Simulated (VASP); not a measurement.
# MnPt2 (P-3m1) in VASP: notebook

MnPt2 is run at these levels: PBE, PBEsol; tasks: single point, relaxation of cell and atoms.

All numbers are computed with VASP 6.6.1; they aren't measurements. Logs are shortened: lines on timing, memory, paths and dates and some standing lists are left out, and cuts for length are marked.

## 1. The cell of the first run

It takes space group P-3m1 (No. 164, trigonal). Conventional cell: a = 2.858 Å, b = 2.858 Å, c = 6.533 Å, α = 90.00°, β = 90.00°, γ = 120.00°. Within 3.5 Å of Pt (site symmetry 3m) lie 3 Mn at 2.64 Å and 9 Pt at 2.86 to 2.91 Å. Mn (site symmetry -3m) has 6 Pt at 2.64 Å and 6 Mn at 2.86 Å within 3.5 Å.

## 2. Single point, PBE, collinear spin, ferromagnetic start

File INCAR:

```
  PREC = Accurate
  ENCUT = 520
  EDIFF = 1E-6
  ISMEAR = 0
  SIGMA = 0.018000000000000002
  LREAL = False
  LASPH = True
  NELM = 150
  ALGO = Normal
  ISIF = 2
  LWAVE = False
  LCHARG = True
  ISPIN = 2
  MAGMOM = 0 0 4
  LORBIT = 11
  LMAXMIX = 4
  GGA = PE
  LELF = True
  LVHAR = True
  NBANDS = 28
```

File KPOINTS:

```
regular mesh
0
Gamma
  11 11 4
```

File POSCAR:

```
MnPt2
1.0
    2.8584044518      0.0000000000      0.0000000000
   -1.4292022259      2.4754508696      0.0000000000
    0.0000000000      0.0000000000      6.5325040000
Pt Mn
2 1
Direct
    0.6666666667      0.3333333333      0.3162060000
    0.3333333333      0.6666666667      0.6837940000
    0.0000000000      0.0000000000      0.0000000000
```

Potentials or basis: VASP PAW PBE potentials, release 64 (Pt, Mn_pv).

The run is started by

```console
cat potpaw_PBE.64/Pt/POTCAR potpaw_PBE.64/Mn_pv/POTCAR > POTCAR
mpirun -np 1 vasp_std > vasp.out
```

OUTCAR:

```text
PREC = Accurate
   ENCUT = 520
   EDIFF = 1E-6
   ISMEAR = 0
   LREAL = False
   LASPH = True
   NELM = 150
   ISIF = 2
   ISPIN = 2
   LORBIT = 11
   GGA = PE

 ion  position               nearest neighbor table
   1  0.667  0.333  0.316-   3 2.64   3 2.64   3 2.64   2 2.91   2 2.91   2 2.91
   2  0.333  0.667  0.684-   3 2.64   3 2.64   3 2.64   1 2.91   1 2.91   1 2.91
   3  0.000  0.000  0.000-   1 2.64   2 2.64   1 2.64   2 2.64   1 2.64   2 2.64

  LATTYP: Found a hexagonal cell.
 ALAT       =     2.8584044518
 C/A-ratio  =     2.2853672775

  Lattice vectors:

 A1 = (   2.8584044518,   0.0000000000,   0.0000000000)
 A2 = (  -1.4292022259,   2.4754508696,   0.0000000000)
 A3 = (   0.0000000000,   0.0000000000,   6.5325040000)

Analysis of symmetry for initial positions (statically):
=====================================================================
 Subroutine PRICEL returns:
 Original cell was already a primitive cell.

 Routine SETGRP: Setting up the symmetry group for a
 hexagonal supercell.

 Subroutine GETGRP returns: Found 12 space group operations
 (whereof 12 operations were pure point group operations)
 out of a pool of 24 trial point group operations.

The static configuration has the point symmetry D_3d.

Analysis of symmetry for dynamics (positions and initial velocities):
=====================================================================
 Subroutine PRICEL returns:
 Original cell was already a primitive cell.

 Routine SETGRP: Setting up the symmetry group for a
 hexagonal supercell.

 Subroutine GETGRP returns: Found 12 space group operations
 (whereof 12 operations were pure point group operations)
 out of a pool of 24 trial point group operations.

The dynamic configuration has the point symmetry D_3d.

Analysis of structural, dynamic, and magnetic symmetry:
=====================================================================
 Subroutine PRICEL returns:
 Original cell was already a primitive cell.

 Routine SETGRP: Setting up the symmetry group for a
 hexagonal supercell.

 Subroutine GETGRP returns: Found 12 space group operations
 (whereof 12 operations were pure point group operations)
 out of a pool of 24 trial point group operations.

The overall configuration has the point symmetry D_3d.

 Subroutine INISYM returns: Found 12 space group operations
 (whereof 12 operations are pure point group operations),
 and found     1 'primitive' translations

[... 117 lines left out ...]
  volume/ion in A,a.u.               =      15.41       103.98
  Fermi-wavevector in a.u.,A,eV,Ry     =   1.463166  2.764983 29.128095  2.140855
  Thomas-Fermi vector in A             =   2.579293
   LORBIT       =     11    0 simple, 1 ext, 2 COOP (PROOUT), +10 PAW based schemes
   GGA     = PE    functional components
   LHFCALC =     F    Hartree Fock is set to
   AEXX    =    0.0000 exact exchange contribution
   IVDW    =     0    specifies the selected vdW correction
   LEPSILON=     F    determine dielectric tensor
   LRPA    =     F    only Hartree local field effects (RPA)
 spin polarized calculation
 Gauss-broadening in eV      SIGMA  =   0.02
  energy-cutoff  :      520.00
  volume of cell :       46.22
 maximum number of plane-waves:      1260
 NGX is ok and might be reduce to    24
   NGX = 11   NGY = 11   NGZ = 25

 number of electron      32.9999989 magnetization       4.6299365

 Free energy of the ion-electron system (eV)
  ---------------------------------------------------
  ext. energy  EPLUGINS =         0.00000000
  ---------------------------------------------------
  free energy    TOTEN  =       -21.78907270 eV

  energy without entropy =      -21.78855564  energy(sigma->0) =      -21.78881417

 E-fermi :   9.5397     XC(G=0): -12.8413

 val. band max:        9.5386995329   @ k =   0.4545   0.0000   0.2500
 cond. band min:       9.5398031931   @ k =   0.4545   0.0000   0.0000
 fundamental gap:      0.0011036602
 Fermi energy:         9.5397214970

 spin component 1

 k-point     1 :       0.0000    0.0000    0.0000
  band No.  band energies     occupation
      1     -40.2473      1.00000
      2     -40.2433      1.00000
      3     -40.2433      1.00000
      4       0.2449      1.00000
      5       2.5681      1.00000
      6       3.6947      1.00000
[... 733 lines left out ...]
     27      23.5248      0.00000
     28      24.9982      0.00000

 [... further k-points ...]

 spin component 2

 k-point     1 :       0.0000    0.0000    0.0000
  band No.  band energies     occupation
      1     -36.2442      1.00000
      2     -36.1566      1.00000
      3     -36.1566      1.00000
      4       0.4945      1.00000
      5       2.7127      1.00000
      6       4.4999      1.00000
[... 733 lines left out ...]
     27      24.0827      0.00000
     28      25.4407      0.00000

 [... further k-points ...]
[... 5 lines left out ...]
  --------------------------------------------------------------------------------------
  -------------------------------------------------------------------------------------
  Total       -0.3855251     -0.3855251      0.4426848      0.0000000     -0.0000000      0.0000000
  in kB      -13.3630488    -13.3630488     15.3443150      0.0000000     -0.0000000      0.0000000
  external PRESSURE =      -3.7939276 kB  Pullay stress =       0.0000000 kB

 VOLUME and BASIS-vectors are now :
 -----------------------------------------------------------------------------
  energy-cutoff  :      520.00
  volume of cell :       46.22
      direct lattice vectors                 reciprocal lattice vectors
     2.858404452  0.000000000  0.000000000     0.349845523  0.201983407  0.000000000
    -1.429202226  2.475450870  0.000000000     0.000000000  0.403966814  0.000000000
     0.000000000  0.000000000  6.532504000     0.000000000  0.000000000  0.153080656

 POSITION                                       TOTAL-FORCE (eV/Angst)
 -----------------------------------------------------------------------------------
      1.42920      0.82515      2.06562        -0.000000     -0.000000      0.038920
     -0.00000      1.65030      4.46689         0.000000      0.000000     -0.038920
      0.00000      0.00000      0.00000        -0.000000      0.000000      0.000000
 -----------------------------------------------------------------------------------
    total drift:                                0.000000     -0.000000     -0.000000

  FREE ENERGIE OF THE ION-ELECTRON SYSTEM (eV)
  ---------------------------------------------------
  free  energy   TOTEN  =       -21.7890726983 eV

  energy  without entropy=      -21.7885556406  energy(sigma->0) =      -21.78881417

 total charge

# of ion       s       p       d       tot
------------------------------------------
    1        0.650   0.531   8.050   9.230
    2        0.650   0.531   8.050   9.230
    3        0.319   6.266   4.964  11.549
--------------------------------------------------
tot          1.618   7.328  21.063  30.009

 magnetization (x)

# of ion       s       p       d       tot
------------------------------------------
    1       -0.018  -0.003   0.347   0.326
    2       -0.018  -0.003   0.347   0.326
    3        0.018   0.025   3.750   3.794
--------------------------------------------------
tot         -0.018   0.019   4.445   4.446
```

Wall time 2 min (1 thread of AMD EPYC 9R45 (Zen 5), shared host); peak memory 0.24 GiB.

Results:

| Quantity | Value |
| --- | --- |
| Free energy | -21.7891 eV |
| Pressure | -0.4 GPa |
| Largest force | 0.039 eV/Å |
| Net moment | 4.63 μB per cell |
| Site moments | Pt +0.33; Mn +3.79 μB |
| Valence electrons inside the program's atomic spheres | Pt 9.23; Mn 11.55 |

Forces on the atoms (eV/Å):
```
Pt   0.000  0.000  0.039
Pt   0.000  0.000 -0.039
Mn   0.000  0.000  0.000
```

Stress tensor (GPa, compression positive):
```
-1.34  0.00  0.00
 0.00 -1.34  0.00
 0.00  0.00  1.53
```

Caveat: spin-orbit coupling is left out, which moves the levels of the heavy elements.

## 3. Single point, PBE, collinear spin, ferromagnetic start

File INCAR:

```
SYSTEM = MnPt2
PREC = Accurate
ENCUT = 520
EDIFF = 1E-6
ISMEAR = 0
SIGMA = 0.020999999999999998
LREAL = .False.
LASPH = .True.
NELM = 150
ALGO = Normal
ISIF = 2
LWAVE = .False.
LCHARG = .False.
ISPIN = 2
MAGMOM = 0 0 4
LORBIT = 11
LMAXMIX = 4
GGA = PE
NBANDS = 28
```

File KPOINTS:

```
Automatic mesh
0
Gamma
  11 11 4
  0 0 0
```

POSCAR is that of step 2.

Potentials or basis: VASP PAW PBE potentials, release 64 (Pt, Mn_pv).

The run is started by

```console
cat potpaw_PBE.64/Pt/POTCAR potpaw_PBE.64/Mn_pv/POTCAR > POTCAR
mpirun -np 1 vasp_std > vasp.out
```

Wall time 1.7 min (1 thread of AMD EPYC 9R45 (Zen 5), shared host); peak memory 0.24 GiB.

The run converged. Its results:

```
Free energy                                           : -21.7892 eV
Pressure                                              : -0.4 GPa
Largest force                                         : 0.039 eV/Å
Net moment                                            : 4.63 μB per cell
Site moments                                          : Pt +0.33; Mn +3.79 μB
Valence electrons inside the program's atomic spheres : Pt 9.23; Mn 11.55
```

Forces in eV/Å, atoms in the order of the input:
```
Pt   0.000  0.000  0.039
Pt   0.000  0.000 -0.039
Mn   0.000  0.000  0.000
```

Stress tensor (GPa, compression positive):
```
-1.36  0.00  0.00
 0.00 -1.36  0.00
 0.00  0.00  1.54
```

Levels at points of the mesh, in eV from the Fermi level:
Spin up:
```csv
k point,band 15,band 16,band 17,band 18,band 19,band 20,band 21,band 22,band 23,band 24
"(0.00, 0.00, 0.00)",-2.18,-1.59,-1.59,-1.08,-1.08,-0.83,-0.83,10.07,11.12,15.01
"(0.00, 0.00, 0.50)",-1.77,-1.77,-1.76,-1.76,-0.15,-0.15,0.27,6.05,14.30,14.90
```
Spin down:
```csv
k point,band 13,band 14,band 15,band 16,band 17,band 18
"(0.00, 0.00, 0.00)",-1.85,-1.85,-0.89,-0.89,0.75,1.36
"(0.00, 0.00, 0.50)",-1.56,-1.39,-1.39,0.32,0.51,1.41
```

Caveat: spin-orbit coupling is left out, which moves the levels of the heavy elements.

## 4. Single point, PBE, collinear spin, ferromagnetic start

File INCAR:

```
ALGO     = Normal         # electronic algorithm
EDIFF    = 1E-7           # SCF threshold, eV
ENCUT    = 520            # plane-wave cutoff, eV
GGA      = PE             # functional
ISIF     = 2              # what is computed and relaxed
ISMEAR   = 0              # smearing method
ISPIN    = 2              # spin polarisation
LASPH    = T              # aspherical terms in the spheres
LCHARG   = T              # write CHGCAR
LELF     = T              # ELF
LMAXMIX  = 4              # l up to which the mixer works
LORBIT   = 11             # projections on sites
LREAL    = F              # projectors in reciprocal space
LVHAR    = T            
LWAVE    = F              # write WAVECAR
MAGMOM   = 0 0 4          # initial moments
NBANDS   = 28             # bands
NELM     = 150            # most SCF steps
PREC     = Accurate       # precision mode
SIGMA    = 0.022          # smearing width, eV
```

File KPOINTS:

```
k-points
0
Gamma
  11 11 4
```

POSCAR is that of step 3.

The run is started by

```console
cat potpaw_PBE.64/Pt/POTCAR potpaw_PBE.64/Mn_pv/POTCAR > POTCAR
mpirun -np 1 vasp_std > vasp.out
```

Run time: 2.1 min. Hardware: 1 thread of AMD EPYC 9R45 (Zen 5), shared host; peak memory 0.24 GiB.

The run converged. Its results:

| Item | Value |
| --- | --- |
| Free energy | -21.7892 eV |
| Pressure | -0.4 GPa |
| Largest force | 0.039 eV/Å |
| Net moment | 4.63 μB per cell |
| Site moments | Pt +0.33; Mn +3.79 μB |
| Valence electrons inside the program's atomic spheres | Pt 9.23; Mn 11.55 |

Forces in eV/Å, atoms in the order of the input:
```
Pt   0.000  0.000  0.039
Pt   0.000  0.000 -0.039
Mn   0.000  0.000  0.000
```

Stress tensor (GPa, compression positive):
```
-1.36  0.00  0.00
 0.00 -1.36  0.00
 0.00  0.00  1.54
```

Levels at points of the mesh, in eV from the Fermi level:
Spin up:
| k point | band 16 | band 17 | band 18 | band 19 | band 20 | band 21 | band 22 | band 23 |
| --- | --- | --- | --- | --- | --- | --- | --- | --- |
| (0.00, 0.00, 0.00) | -1.59 | -1.59 | -1.08 | -1.08 | -0.83 | -0.83 | 10.07 | 11.12 |
| (0.00, 0.00, 0.50) | -1.77 | -1.76 | -1.76 | -0.15 | -0.15 | 0.27 | 6.05 | 14.30 |
Spin down:
```csv
k point,band 12,band 13,band 14,band 15,band 16,band 17,band 18,band 19
"(0.00, 0.00, 0.00)",-2.36,-1.85,-1.85,-0.89,-0.89,0.75,1.36,1.36
"(0.00, 0.00, 0.50)",-1.56,-1.56,-1.39,-1.39,0.32,0.51,1.41,1.41
```

Caveat: spin-orbit coupling is left out, which moves the levels of the heavy elements.

## 5. Relaxation of cell and atoms, PBEsol, collinear spin, ferromagnetic start, target pressure 10 GPa, at which the enthalpy is minimised

File INCAR:

```
SYSTEM = MnPt2
  ALGO = Normal
  EDIFF = 1E-7
  EDIFFG = -0.01
  ENCUT = 600
  GGA = PS
  IBRION = 2
  ISIF = 3
  ISMEAR = -1
  ISPIN = 2
  LASPH = .TRUE.
  LCHARG = .FALSE.
  LMAXMIX = 4
  LORBIT = 11
  LREAL = .FALSE.
  LWAVE = .FALSE.
  MAGMOM = 0 0 4
  NELM = 150
  NSW = 60
  PREC = Accurate
  PSTRESS = 100.0
  SIGMA = 0.05
```

File KPOINTS:

```
k-points
0
G
  11 11 4
  0 0 0
```

POSCAR is that of step 4.

The run is started by

```console
cat potpaw_PBE.64/Pt/POTCAR potpaw_PBE.64/Mn_pv/POTCAR > POTCAR
mpirun -np 1 vasp_std > vasp.out
```

Run time: 11 min. Hardware: 1 thread of AMD EPYC 9R45 (Zen 5), shared host; peak memory 0.26 GiB.

It converged, with:

| Quantity | Value |
| --- | --- |
| Free energy | -23.6905 eV |
| Relaxed volume | 13.18 Å³/atom |
| Relaxed cell | a = 2.663 Å, b = 2.663 Å, c = 6.439 Å, α = 90.00°, β = 90.00°, γ = 120.00° |
| Space group after relaxing (to 0.1 Å) | P-3m1 (No. 164) |
| Energy change on relaxing (the run minimises the enthalpy) | +88.0 meV/atom |
| Ionic steps | 15 |
| Pressure after relaxing | 10.0 GPa |
| Largest force after relaxing | 0.007 eV/Å |
| Net moment | 0.00 μB per cell |
| Valence electrons inside the program's atomic spheres | Pt 9.56; Mn 11.82 |

Forces on the atoms (eV/Å):
```
Pt   0.000  0.000  0.007
Pt   0.000  0.000 -0.007
Mn   0.000  0.000  0.000
```

Stress tensor (GPa, compression positive):
```
10.02  0.00  0.00
 0.00 10.02  0.00
 0.00  0.00 10.10
```

Step by step:
| step | energy change (eV) | largest force (eV/Å) | pressure (GPa) | volume (Å³) |
| --- | --- | --- | --- | --- |
| 1 | 0.0000 | 0.0387 | -9.25 | 46.22 |
| 2 | 1.3513 | 0.1315 | 68.00 | 34.91 |
| 3 | 0.3123 | 0.1787 | -4.55 | 41.55 |
| 4 | 0.3183 | 0.1045 | 7.46 | 39.89 |
| 5 | 0.3385 | 0.0868 | 10.70 | 39.50 |
| 6 | 0.3989 | 0.0907 | 21.95 | 38.31 |
| 7 | 0.3221 | 0.0747 | 15.95 | 38.86 |
| 8 | 0.2328 | 0.2005 | -0.59 | 40.90 |
| 9 | 0.2626 | 0.1112 | 9.64 | 39.57 |
| 10 | 0.2635 | 0.1104 | 9.75 | 39.55 |
| 11 | 0.2646 | 0.0259 | 10.11 | 39.52 |
| 12 | 0.2648 | 0.0178 | 10.14 | 39.52 |
| 13 | 0.2619 | 0.0036 | 9.76 | 39.57 |
| 14 | 0.2631 | 0.0055 | 9.91 | 39.55 |
| 15 | 0.2641 | 0.0073 | 10.04 | 39.53 |

Final structure:
```
Pt Mn
1.0
     2.66257    0.00000    0.00000
    -1.33129    2.30586    0.00000
     0.00000    0.00000    6.43864
Pt Mn
2 1
Direct
  0.66667 0.33333 0.31499
  0.33333 0.66667 0.68501
  0.00000 0.00000 0.00000
```

Levels at points of the mesh, in eV from the Fermi level:
Spin up:
| k point | band 15 | band 16 | band 17 | band 18 | band 19 | band 20 |
| --- | --- | --- | --- | --- | --- | --- |
| (0.00, 0.00, 0.00) | -1.57 | -1.31 | -1.31 | -0.49 | -0.49 | 0.40 |
| (0.00, 0.00, 0.50) | -2.03 | -1.94 | -0.47 | -0.47 | -0.47 | 0.72 |
Spin down:
```tsv
k point	band 14	band 15	band 16	band 17	band 18	band 19	band 20	band 21
(0.00, 0.00, 0.00)	-2.60	-1.57	-1.31	-1.31	-0.49	-0.49	0.40	0.40
(0.00, 0.00, 0.50)	-2.03	-2.03	-1.94	-0.47	-0.47	-0.47	0.72	0.72
```

Caveat: the cell is relaxed towards a set pressure, so the run minimises the enthalpy, not the energy; the moments typed at the start vanished in this run; the PAW data sets were made with another functional, which shifts forces and pressure a little; spin-orbit coupling is left out, which moves the levels of the heavy elements.

## 6. Single point, PBE, collinear spin, ferromagnetic start

File INCAR:

```
PREC = Accurate
ENCUT = 680
EDIFF = 1E-6
ISMEAR = -1
SIGMA = 0.05
LREAL = False
LASPH = True
NELM = 200
ALGO = Normal
ISIF = 2
LWAVE = False
LCHARG = False
ISPIN = 2
MAGMOM = 0 0 2
LORBIT = 11
NUPDOWN = 2.0
LMAXMIX = 4
GGA = PE
NBANDS = 36
GGA_COMPAT = False
```

File KPOINTS:

```
Automatic mesh
0
Gamma
  9 9 4
```

POSCAR is that of step 5.

Potentials or basis: VASP PAW PBE potentials, release 64 (Pt_sv_GW, Mn_sv).

The run is started by

```console
cat potpaw_PBE.64/Pt_sv_GW/POTCAR potpaw_PBE.64/Mn_sv/POTCAR > POTCAR
mpirun -np 1 vasp_std > vasp.out
```

Run time: 5 min. Hardware: 1 thread of Intel Xeon Platinum 8259CL at 2.50GHz (Skylake/Cascade Lake), shared host; peak memory 0.31 GiB.

Results (log left out):

| Item | Value |
| --- | --- |
| Free energy | -21.3531 eV |
| Pressure | -11.0 GPa |
| Largest force | 0.185 eV/Å |
| Net moment | 2.00 μB per cell |
| Site moments | Pt -0.25; Mn +2.27 μB |
| Valence electrons inside the program's atomic spheres | Pt 17.77; Mn 12.85 |

Forces on the atoms (eV/Å):
```
Pt   0.000  0.000 -0.185
Pt   0.000  0.000  0.185
Mn   0.000  0.000  0.000
```

Stress tensor (GPa, compression positive):
```
-13.26   0.00   0.00
  0.00 -13.26   0.00
  0.00   0.00  -6.62
```

Caveat: the stress differs along the axes, from -13 to -7 GPa; spin-orbit coupling is left out, which moves the levels of the heavy elements; the total moment is fixed, so each spin has its own Fermi level and the state may be an excited one.

## 7. The runs side by side

```tsv
potentials or basis	fixed moment (μB)	k mesh	cutoff (eV)	smearing	gap on the mesh (eV)	pressure (GPa)	moment (μB)	largest force (eV/Å)
VASP PAW PBE potentials, release 64 (Pt, Mn_pv)	-	11 × 11 × 4	520	gaussian 0.018 eV	none	-0.4	4.63	0.04
VASP PAW PBE potentials, release 64 (Pt, Mn_pv)	-	11 × 11 × 4	520	gaussian 0.021 eV	none	-0.4	4.63	0.04
VASP PAW PBE potentials, release 64 (Pt, Mn_pv)	-	11 × 11 × 4	520	gaussian 0.022 eV	none	-0.4	4.63	0.04
VASP PAW PBE potentials, release 64 (Pt_sv_GW, Mn_sv)	2.0	9 × 9 × 4	680	fermi-dirac 0.05 eV	-	-11.0	2.00	0.18
```

Alike in all rows: task single point; level PBE; spin collinear, ferromagnetic start; cell as given.

Caveats: spin-orbit coupling is left out, which moves the levels of the heavy elements; the stress differs along the axes, from -13 to -7 GPa (at least some runs); the total moment is fixed, so each spin has its own Fermi level and the state may be an excited one (at least some runs).

Absolute energies hang on the potentials; compare differences alone.
